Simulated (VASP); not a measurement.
# C in VASP: notebook, part 2 of 2

VASP 6.6.1. Earlier steps stand in the parts before.

### 4 Single point, r2SCAN

This run uses another cell than the first one.

POSCAR

```
C
1.0
    2.4724366638      0.0000000000      0.0000000000
   -1.2362183319      2.1411929601      0.0000000000
    0.0000000000      0.0000000000      8.5802540340
C
2
Direct
    0.6666666667      0.3333333333      0.0000000000
    0.3333333333      0.6666666667      0.0000000000
```

INCAR.step1

```
PREC = Accurate ; ENCUT = 520
ISMEAR = -1 ; SIGMA = 0.05
LREAL = F ; LASPH = T
NELM = 100 ; NBANDS = 11
GGA = PE ; ALGO = Normal
EDIFF = 1E-4 ; LWAVE = T
LCHARG = F
```

INCAR.step2

```
PREC = Accurate ; ENCUT = 520
EDIFF = 1E-7 ; ISMEAR = -1
SIGMA = 0.05 ; LREAL = F
LASPH = T ; NELM = 100
ALGO = Normal ; ISIF = 2
LWAVE = F ; LCHARG = F
METAGGA = R2SCAN ; LMIXTAU = T
NBANDS = 11 ; ISTART = 1
```

KPOINTS

```
regular mesh
0
Gamma
  12 12 3
```

Potentials or basis: VASP PAW PBE potentials, release 64 (C).

The run is started by

```console
$ cat potpaw_PBE.64/C/POTCAR > POTCAR
$ cp INCAR.step1 INCAR
$ mpirun -np 1 vasp_std > vasp.out
$ cp INCAR.step2 INCAR
$ mpirun -np 1 vasp_std > vasp.out
```

OUTCAR:

```text
PREC = Accurate
   ENCUT = 520
   EDIFF = 1E-7
   ISMEAR = -1
   LREAL = F
   LASPH = T
   NELM = 100
   ISIF = 2
   METAGGA = R2SCAN
   ISTART = 1

 ion  position               nearest neighbor table
   1  0.667  0.333  0.000-   2 1.43   2 1.43   2 1.43
   2  0.333  0.667  0.000-   1 1.43   1 1.43   1 1.43

  LATTYP: Found a hexagonal cell.
 ALAT       =     2.4724366638
 C/A-ratio  =     3.4703635323

  Lattice vectors:

 A1 = (   2.4724366638,   0.0000000000,   0.0000000000)
 A2 = (  -1.2362183319,   2.1411929601,   0.0000000000)
 A3 = (   0.0000000000,   0.0000000000,   8.5802540340)

Analysis of symmetry for initial positions (statically):
=====================================================================
 Subroutine PRICEL returns:
 Original cell was already a primitive cell.

 Routine SETGRP: Setting up the symmetry group for a
 hexagonal supercell.

 Subroutine GETGRP returns: Found 24 space group operations
 (whereof 24 operations were pure point group operations)
 out of a pool of 24 trial point group operations.

The static configuration has the point symmetry D_6h.

Analysis of symmetry for dynamics (positions and initial velocities):
=====================================================================
 Subroutine PRICEL returns:
 Original cell was already a primitive cell.

 Routine SETGRP: Setting up the symmetry group for a
 hexagonal supercell.

 Subroutine GETGRP returns: Found 24 space group operations
 (whereof 24 operations were pure point group operations)
 out of a pool of 24 trial point group operations.

The dynamic configuration has the point symmetry D_6h.

 Subroutine INISYM returns: Found 24 space group operations
 (whereof 24 operations are pure point group operations),
 and found     1 'primitive' translations

----------------------------------------------------------------------------------------

                                     Primitive cell
[... 111 lines left out ...]
     AMIX_MAG =   1.60;   BMIX_MAG =  1.00
  volume/ion in A,a.u.               =      22.71       153.27
  Fermi-wavevector in a.u.,A,eV,Ry     =   0.917652  1.734110 11.457252  0.842084
  Thomas-Fermi vector in A             =   2.042644
   LORBIT       =      0    0 simple, 1 ext, 2 COOP (PROOUT), +10 PAW based schemes
   METAGGA = R2SCAN    functional components
   LHFCALC =     F    Hartree Fock is set to
   AEXX    =    0.0000 exact exchange contribution
   IVDW    =     0    specifies the selected vdW correction
   LEPSILON=     F    determine dielectric tensor
   LRPA    =     F    only Hartree local field effects (RPA)
 non-spin polarized calculation
  energy-cutoff  :      520.00
  volume of cell :       45.42
 maximum number of plane-waves:      1248
   NGX =  9   NGY =  9   NGZ = 31

 number of electron       7.9999997 magnetization

 Free energy of the ion-electron system (eV)
  ---------------------------------------------------
  ext. energy  EPLUGINS =         0.00000000
  ---------------------------------------------------
  free energy    TOTEN  =       -19.83254099 eV

  energy without entropy =      -19.83061558  energy(sigma->0) =      -19.83157829

 E-fermi :  -0.8247     XC(G=0):  -5.0134

 val. band max:       -0.8246775143   @ k =   0.3333   0.3333   0.3333
 cond. band min:      -0.8246256764   @ k =   0.3333   0.3333   0.0000
 fundamental gap:      0.0000518379
 Fermi energy:        -0.8246602370

 k-point     1 :       0.0000    0.0000    0.0000
  band No.  band energies     occupation
      1     -21.5261      2.00000
      2      -8.8312      2.00000
      3      -4.0662      2.00000
      4      -4.0662      2.00000
      5       2.6225      0.00000
      6       5.0271      0.00000
      7       6.5027      0.00000
      8       7.7543      0.00000
      9       7.7543      0.00000
     10      11.4294      0.00000
     11      11.9513      0.00000
[... 309 lines left out ...]
 k-point    24 :       0.3333   -0.0000    0.3333
  band No.  band energies     occupation
      1     -18.8108      2.00000
      2     -11.0745      2.00000
      3      -6.9489      2.00000
      4      -5.6936      2.00000
      5       4.3935      0.00000
      6       6.5288      0.00000
      7       7.0942      0.00000
      8       7.5527      0.00000
      9      11.3902      0.00000
     10      14.5467      0.00000
     11      15.6799      0.00000

 [... further k-points ...]
[... 5 lines left out ...]
  --------------------------------------------------------------------------------------
  -------------------------------------------------------------------------------------
  Total       -0.8100608     -0.8100608     -0.0122853      0.0000000      0.0000000     -0.0000000
  in kB      -28.5724216    -28.5724216     -0.4333253      0.0000000      0.0000000     -0.0000000
  external PRESSURE =     -19.1927228 kB  Pullay stress =       0.0000000 kB

 VOLUME and BASIS-vectors are now :
 -----------------------------------------------------------------------------
  energy-cutoff  :      520.00
  volume of cell :       45.42
      direct lattice vectors                 reciprocal lattice vectors
     2.472436664  0.000000000  0.000000000     0.404459299  0.233514685  0.000000000
    -1.236218332  2.141192960  0.000000000     0.000000000  0.467029370  0.000000000
     0.000000000  0.000000000  8.580254034     0.000000000  0.000000000  0.116546666

 POSITION                                       TOTAL-FORCE (eV/Angst)
 -----------------------------------------------------------------------------------
      1.23622      0.71373      0.00000        -0.000000      0.000000      0.000000
     -0.00000      1.42746      0.00000         0.000000     -0.000000      0.000000
 -----------------------------------------------------------------------------------
    total drift:                                0.000000     -0.000000      0.000000

  FREE ENERGIE OF THE ION-ELECTRON SYSTEM (eV)
  ---------------------------------------------------
  free  energy   TOTEN  =       -19.8325409908 eV

  energy  without entropy=      -19.8306155820  energy(sigma->0) =      -19.83157829
```

Wall time 70 s (1 thread of Intel Xeon Platinum 8488C (Sapphire Rapids), shared host); peak memory 0.16 GiB.

What came out:

```yaml
Free_energy: -19.8325 eV
Band_gap_on_the_k_mesh: zero (filled and empty bands touch)
```

Levels at points of the mesh, in eV from the Fermi level:
| k point | band 1 | band 2 | band 3 | band 4 | band 5 | band 6 | band 7 | band 8 |
| --- | --- | --- | --- | --- | --- | --- | --- | --- |
| (0.00, 0.00, 0.00) | -20.70 | -8.01 | -3.24 | -3.24 | 3.45 | 5.85 | 7.33 | 8.58 |
| (0.50, 0.00, 0.00) | -15.27 | -13.97 | -6.79 | -2.50 | 1.80 | 7.56 | 11.44 | 11.53 |

Caveat: the PAW data sets were made with another functional, which shifts forces and pressure a little.

### 5 The runs side by side

| level | cell | k mesh | cutoff (eV) | grid for exact exchange (PRECFOCK) | share of exact exchange | screening parameter | gap on the mesh (eV) |
| --- | --- | --- | --- | --- | --- | --- | --- |
| HSE06 | a = 2.440, b = 2.440, c = 8.467 Å, angles 90.0, 90.0, 120.0°, 2 atoms | 8 × 8 × 2 | 520 | Normal | 0.25 | 0.2079 1/Å | - |
| PBE | a = 2.481, b = 2.481, c = 8.524 Å, angles 90.0, 90.0, 120.0°, 2 atoms | 12 × 12 × 3 | 600 | - | - | - | none |
| r2SCAN | a = 2.472, b = 2.472, c = 8.580 Å, angles 90.0, 90.0, 120.0°, 2 atoms | 12 × 12 × 3 | 520 | - | - | - | none |

Alike in all rows: task single point; potentials or basis VASP PAW PBE potentials, release 64 (C); no spin polarisation; smearing fermi-dirac 0.05 eV.

Caveats: the PAW data sets were made with another functional, which shifts forces and pressure a little (at least some runs).

Total energies depend on the potentials used, so only differences within one code and one set of settings carry meaning.
